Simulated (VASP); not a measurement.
# Sn4AsSe (P4mm) in VASP: a series of runs, part 2 of 2

VASP 6.6.1.

### Step 3. Single point, PBE

This run uses another cell than the first one, of 27.12 Å³/atom.

The input, INCAR:

```
ALGO = Fast
EDIFF = 1E-7
ENCUT = 520
GGA = PE
ISIF = 2
ISMEAR = 0
LASPH = True
LCHARG = False
LREAL = False
LWAVE = False
NBANDS = 42
NELM = 80
PREC = Accurate
SIGMA = 0.2
```

The input, KPOINTS:

```
k-points
0
Gamma
  6 6 4
```

The input, POSCAR:

```
Sn4AsSe
1.0
    4.2510002372      0.0000000000      0.0000000000
    0.0000000000      4.2510002372      0.0000000000
    0.0000000000      0.0000000000      9.0042615472
Sn As Se
4 1 1
Direct
    0.5000000000      0.5000000000      0.3419296195
    0.0000000000      0.0000000000      0.6659739606
    0.5000000000      0.5000000000      0.9826200241
    0.0000000000      0.0000000000      0.0097057196
    0.5000000000      0.5000000000      0.6518870504
    0.0000000000      0.0000000000      0.3478825959
```

Potentials or basis: VASP PAW PBE potentials, release 64 (Sn_d, As, Se).

The run is started by

```sh
cat potpaw_PBE.64/Sn_d/POTCAR potpaw_PBE.64/As/POTCAR potpaw_PBE.64/Se/POTCAR > POTCAR
mpirun -np 1 vasp_std > vasp.out
```

OUTCAR:

```text
EDIFF = 1E-7
   ENCUT = 520
   GGA = PE
   ISIF = 2
   ISMEAR = 0
   LASPH = True
   LREAL = False
   NELM = 80
   PREC = Accurate

 ion  position               nearest neighbor table
   1  0.500  0.500  0.342-   5 2.79   6 3.01   6 3.01   6 3.01   6 3.01   3 3.24
   2  0.000  0.000  0.666-   6 2.86   5 3.01   5 3.01   5 3.01   5 3.01   4 3.10
   3  0.500  0.500  0.983-   5 2.98   4 3.02   4 3.02   4 3.02   4 3.02   1 3.24
   4  0.000  0.000  0.010-   3 3.02   3 3.02   3 3.02   3 3.02   6 3.05   2 3.10
   5  0.500  0.500  0.652-   1 2.79   3 2.98   2 3.01   2 3.01   2 3.01   2 3.01
   6  0.000  0.000  0.348-   2 2.86   1 3.01   1 3.01   1 3.01   1 3.01   4 3.05

  LATTYP: Found a simple tetragonal cell.
 ALAT       =     4.2510002372
 C/A-ratio  =     2.1181512691

  Lattice vectors:

 A1 = (   4.2510002372,   0.0000000000,   0.0000000000)
 A2 = (   0.0000000000,   4.2510002372,   0.0000000000)
 A3 = (   0.0000000000,   0.0000000000,   9.0042615472)

Analysis of symmetry for initial positions (statically):
=====================================================================
 Subroutine PRICEL returns:
 Original cell was already a primitive cell.

 Routine SETGRP: Setting up the symmetry group for a
 simple tetragonal supercell.

 Subroutine GETGRP returns: Found  8 space group operations
 (whereof  8 operations were pure point group operations)
 out of a pool of 16 trial point group operations.

The static configuration has the point symmetry C_4v.

Analysis of symmetry for dynamics (positions and initial velocities):
=====================================================================
 Subroutine PRICEL returns:
 Original cell was already a primitive cell.

 Routine SETGRP: Setting up the symmetry group for a
 simple tetragonal supercell.

[... 131 lines left out ...]
     AMIX     =   0.40;   BMIX     =  1.00
     AMIX_MAG =   1.60;   BMIX_MAG =  1.00
  volume/ion in A,a.u.               =      27.12       183.01
  Fermi-wavevector in a.u.,A,eV,Ry     =   1.217932  2.301557 20.182310  1.483358
  Thomas-Fermi vector in A             =   2.353235
   LORBIT       =      0    0 simple, 1 ext, 2 COOP (PROOUT), +10 PAW based schemes
   GGA     = PE    functional components
   LHFCALC =     F    Hartree Fock is set to
   AEXX    =    0.0000 exact exchange contribution
   IVDW    =     0    specifies the selected vdW correction
   LEPSILON=     F    determine dielectric tensor
   LRPA    =     F    only Hartree local field effects (RPA)
 non-spin polarized calculation
 RMM-DIIS sequential band-by-band and
 Gauss-broadening in eV      SIGMA  =   0.20
  energy-cutoff  :      520.00
  volume of cell :      162.72
 maximum number of plane-waves:      4406
 NGX is ok and might be reduce to    32
   NGX = 15   NGY = 15   NGZ = 33

 number of electron      67.0000031 magnetization

 Free energy of the ion-electron system (eV)
  ---------------------------------------------------
  ext. energy  EPLUGINS =         0.00000000
  ---------------------------------------------------
  free energy    TOTEN  =       -24.13362692 eV

  energy without entropy =      -24.07974294  energy(sigma->0) =      -24.10668493

 E-fermi :   6.3019     XC(G=0):  -9.8544

 val. band max:        6.2499464441   @ k =   0.5000   0.1667   0.5000
 cond. band min:       6.3336789048   @ k =   0.5000   0.0000   0.0000
 fundamental gap:      0.0837324607
 Fermi energy:         6.3019359898

 k-point     1 :       0.0000    0.0000    0.0000
  band No.  band energies     occupation
      1     -15.3498      2.00000
      2     -15.3420      2.00000
      3     -15.3127      2.00000
      4     -15.2749      2.00000
      5     -15.2554      2.00000
      6     -15.2554      2.00000
[... 1069 lines left out ...]
     41       9.0250      0.00000
     42       9.5558      0.00000

 [... further k-points ...]

------------------------ aborting loop because EDIFF is reached ----------------------------------------

  FORCE on cell =-STRESS in cart. coord.  units (eV):
  Direction    XX          YY          ZZ          XY          YZ          ZX
  --------------------------------------------------------------------------------------
  -------------------------------------------------------------------------------------
  Total        0.1424460      0.1424460      0.0670428      0.0000000     -0.0000000      0.0000000
  in kB        1.4025896      1.4025896      0.6601344      0.0000000     -0.0000000      0.0000000
  external PRESSURE =       1.1551046 kB  Pullay stress =       0.0000000 kB

 VOLUME and BASIS-vectors are now :
 -----------------------------------------------------------------------------
  energy-cutoff  :      520.00
  volume of cell :      162.72
      direct lattice vectors                 reciprocal lattice vectors
     4.251000237  0.000000000  0.000000000     0.235238754  0.000000000  0.000000000
     0.000000000  4.251000237  0.000000000     0.000000000  0.235238754  0.000000000
     0.000000000  0.000000000  9.004261547     0.000000000  0.000000000  0.111058524

 POSITION                                       TOTAL-FORCE (eV/Angst)
 -----------------------------------------------------------------------------------
      2.12550      2.12550      3.07882         0.000000      0.000000      0.007078
      0.00000      0.00000      5.99660         0.000000      0.000000     -0.041904
      2.12550      2.12550      8.84777        -0.000000     -0.000000     -0.010888
      0.00000      0.00000      0.08739         0.000000      0.000000      0.021220
      2.12550      2.12550      5.86976         0.000000     -0.000000      0.032133
      0.00000      0.00000      3.13243         0.000000      0.000000     -0.007639
 -----------------------------------------------------------------------------------
    total drift:                                0.000000     -0.000000      0.000094

  FREE ENERGIE OF THE ION-ELECTRON SYSTEM (eV)
  ---------------------------------------------------
  free  energy   TOTEN  =       -24.1336269232 eV

  energy  without entropy=      -24.0797429396  energy(sigma->0) =      -24.10668493
```

OSZICAR:

```text
N       E                     dE             d eps       ncg     rms          rms(c)
DAV:   1     0.695101409800E+03    0.69510E+03   -0.31664E+04  2616   0.219E+03
DAV:   2     0.833980816015E+02   -0.61170E+03   -0.59670E+03  2520   0.595E+02
DAV:   3    -0.181583868982E+02   -0.10156E+03   -0.98810E+02  2906   0.201E+02
DAV:   4    -0.242504759604E+02   -0.60921E+01   -0.59983E+01  2944   0.516E+01
DAV:   5    -0.244482764491E+02   -0.19780E+00   -0.19725E+00  3596   0.953E+00    0.467E+00
RMM:   6    -0.241375733338E+02    0.31070E+00   -0.56653E-01  3030   0.366E+00    0.275E+00
RMM:   7    -0.241290295321E+02    0.85438E-02   -0.19351E-01  3164   0.173E+00    0.123E+00
RMM:   8    -0.241329231012E+02   -0.38936E-02   -0.42169E-02  3671   0.113E+00    0.298E-01
RMM:   9    -0.241333007105E+02   -0.37761E-03   -0.77999E-03  3672   0.482E-01    0.102E-01
RMM:  10    -0.241335622580E+02   -0.26155E-03   -0.20426E-03  4013   0.231E-01    0.617E-02
RMM:  11    -0.241336182791E+02   -0.56021E-04   -0.28105E-04  3812   0.954E-02    0.157E-02
RMM:  12    -0.241336262746E+02   -0.79955E-05   -0.69256E-05  4083   0.424E-02    0.728E-03
RMM:  13    -0.241336266794E+02   -0.40481E-06   -0.10947E-05  4024   0.169E-02    0.231E-03
RMM:  14    -0.241336269117E+02   -0.23234E-06   -0.19882E-06  3340   0.723E-03    0.135E-03
RMM:  15    -0.241336269232E+02   -0.11465E-07   -0.41522E-07  2580   0.378E-03
   1 F= -.24133627E+02 E0= -.24106685E+02  d E =-.538840E-01
```

It took 4.3 min on 1 thread of Oxide Virtual Turin-like, shared host; peak memory 0.31 GiB.

Results:

* Free energy: -24.1336 eV
* Pressure: 0.1 GPa
* Largest force: 0.042 eV/Å
* Band gap on the k mesh: zero (an odd number of electrons rules out a gap without spin polarisation)

Forces in eV/Å, atoms in the order of the input:
```
Sn   0.000  0.000  0.007
Sn   0.000  0.000 -0.042
Sn   0.000  0.000 -0.011
Sn   0.000  0.000  0.021
As   0.000  0.000  0.032
Se   0.000  0.000 -0.008
```

Caveat: spin-orbit coupling is left out, which moves the levels of the heavy elements.

### Step 4. Single point, PBE

This run uses another cell than the first one, of 27.12 Å³/atom.

The input, INCAR:

```
SYSTEM = Sn4AsSe
PREC = Accurate ; ENCUT = 520
EDIFF = 1E-7 ; ISMEAR = 0
SIGMA = 0.1 ; LREAL = .FALSE.
LASPH = .TRUE. ; NELM = 60
ALGO = Fast ; ISIF = 2
LWAVE = .FALSE. ; LCHARG = .FALSE.
GGA = PE ; NBANDS = 42
```

The input, KPOINTS:

```
Automatic mesh
0
G
  8 8 4
  0 0 0
```

POSCAR is that of step 3.

The run is started by

```sh
cat potpaw_PBE.64/Sn_d/POTCAR potpaw_PBE.64/As/POTCAR potpaw_PBE.64/Se/POTCAR > POTCAR
mpirun -np 1 vasp_std > vasp.out
```

It took 7.2 min on 1 thread of Oxide Virtual Turin-like, shared host; peak memory 0.38 GiB.

Results (log left out):

| Property | Result |
| --- | --- |
| Free energy | -24.1277 eV |
| Pressure | 0.0 GPa |
| Largest force | 0.009 eV/Å |
| Band gap on the k mesh | zero (an odd number of electrons rules out a gap without spin polarisation) |

Forces in eV/Å, atoms in the order of the input:
```
Sn   0.000  0.000 -0.009
Sn   0.000  0.000  0.000
Sn   0.000  0.000  0.002
Sn   0.000  0.000  0.002
As   0.000  0.000  0.008
Se   0.000  0.000 -0.002
```

Levels at points of the mesh, in eV from the Fermi level:
```tsv
k point	band 31	band 32	band 33	band 34	band 35	band 36	band 37	band 38
(0.00, 0.00, 0.00)	-1.80	-1.80	-0.89	-0.89	0.81	2.25	2.97	4.19
(0.50, 0.00, 0.00)	-0.80	-0.74	0.02	0.24	1.11	1.26	1.35	1.43
(0.50, 0.50, 0.00)	-3.28	-3.28	-1.75	-0.80	-0.09	0.25	3.96	3.96
(0.00, 0.00, 0.50)	-2.06	-1.37	-0.62	-0.62	1.02	1.85	3.31	3.45
(0.50, 0.00, 0.50)	-0.67	-0.08	0.71	0.87	0.88	0.93	2.22	2.31
(0.50, 0.50, 0.50)	-3.40	-2.76	-2.76	-2.66	2.47	2.90	2.90	3.56
```

Caveat: spin-orbit coupling is left out, which moves the levels of the heavy elements.

### Step 5. Single point, PBE

This run uses another cell than the first one, of 27.13 Å³/atom.

The input, INCAR:

```
SYSTEM = Sn4AsSe
  PREC = Accurate
  ENCUT = 520
  EDIFF = 1E-7
  ISMEAR = 0
  SIGMA = 0.1
  LREAL = .False.
  LASPH = .True.
  NELM = 100
  ALGO = Fast
  ISIF = 2
  LWAVE = .False.
  LCHARG = .False.
  GGA = PE
  NBANDS = 42
```

The input, KPOINTS:

```
regular mesh
0
Gamma
  8 8 4
  0 0 0
```

The input, POSCAR:

```
Sn4AsSe
1.0
    4.2521459659      0.0000000000      0.0000000000
    0.0000000000      4.2521459659      0.0000000000
    0.0000000000      0.0000000000      9.0038657410
Sn As Se
4 1 1
Direct
    0.5000000000      0.5000000000      0.3420107124
    0.0000000000      0.0000000000      0.6658161195
    0.5000000000      0.5000000000      0.9826867152
    0.0000000000      0.0000000000      0.0096876998
    0.5000000000      0.5000000000      0.6519908240
    0.0000000000      0.0000000000      0.3478068992
```

The run is started by

```sh
cat potpaw_PBE.64/Sn_d/POTCAR potpaw_PBE.64/As/POTCAR potpaw_PBE.64/Se/POTCAR > POTCAR
mpirun -np 1 vasp_std > vasp.out
```

Run time: 8 min. Hardware: 1 thread of Oxide Virtual Turin-like, shared host; peak memory 0.38 GiB.

The run converged. Its results:

```yaml
Free_energy: -24.1277 eV
Pressure: 0.0 GPa
Largest_force: 0.009 eV/Å
Band_gap_on_the_k_mesh: zero (an odd number of electrons rules out a gap without spin polarisation)
```

Forces on the atoms (eV/Å):
```
Sn   0.000  0.000 -0.009
Sn   0.000  0.000  0.005
Sn   0.000  0.000  0.001
Sn   0.000  0.000  0.000
As   0.000  0.000  0.006
Se   0.000  0.000 -0.003
```

Levels at points of the mesh, in eV from the Fermi level:
| k point | band 30 | band 31 | band 32 | band 33 | band 34 | band 35 | band 36 | band 37 | band 38 | band 39 |
| --- | --- | --- | --- | --- | --- | --- | --- | --- | --- | --- |
| (0.00, 0.00, 0.00) | -2.07 | -1.79 | -1.79 | -0.89 | -0.89 | 0.81 | 2.25 | 2.97 | 4.19 | 4.19 |
| (0.50, 0.00, 0.00) | -1.07 | -0.79 | -0.74 | 0.02 | 0.24 | 1.11 | 1.26 | 1.35 | 1.43 | 1.76 |
| (0.50, 0.50, 0.00) | -3.79 | -3.28 | -3.28 | -1.75 | -0.80 | -0.09 | 0.25 | 3.96 | 3.96 | 4.64 |
| (0.00, 0.00, 0.50) | -2.06 | -2.06 | -1.37 | -0.62 | -0.62 | 1.02 | 1.86 | 3.31 | 3.45 | 4.40 |
| (0.50, 0.00, 0.50) | -0.67 | -0.67 | -0.08 | 0.71 | 0.87 | 0.88 | 0.93 | 2.22 | 2.31 | 2.32 |
| (0.50, 0.50, 0.50) | -4.34 | -3.40 | -2.76 | -2.76 | -2.66 | 2.48 | 2.90 | 2.90 | 3.56 | 4.08 |

Caveat: spin-orbit coupling is left out, which moves the levels of the heavy elements.

### Step 6. The runs side by side

| cell | k mesh | smearing | gap on the mesh (eV) | pressure (GPa) | largest force (eV/Å) |
| --- | --- | --- | --- | --- | --- |
| a = 4.238, b = 4.238, c = 9.010 Å, 6 atoms, atomic positions A | 4 × 4 × 2 | gaussian 0.2 eV | none | 0.2 | 0.04 |
| a = 4.251, b = 4.251, c = 9.004 Å, 6 atoms, atomic positions B | 6 × 6 × 4 | gaussian 0.2 eV | none | 0.1 | 0.04 |
| a = 4.251, b = 4.251, c = 9.004 Å, 6 atoms, atomic positions B | 8 × 8 × 4 | gaussian 0.1 eV | none | 0.0 | 0.01 |
| a = 4.252, b = 4.252, c = 9.004 Å, 6 atoms, atomic positions C | 8 × 8 × 4 | gaussian 0.1 eV | none | 0.0 | 0.01 |

Alike in all rows: task single point; level PBE; potentials or basis VASP PAW PBE potentials, release 64 (Sn_d, As, Se); no spin polarisation; cutoff (eV) 520.

Caveats: some runs use coarse meshes; spin-orbit coupling is left out, which moves the levels of the heavy elements.

Absolute energies hang on the potentials; compare differences alone.

The gap in the log of VASP goes by the Fermi energy; the results here count the filled bands.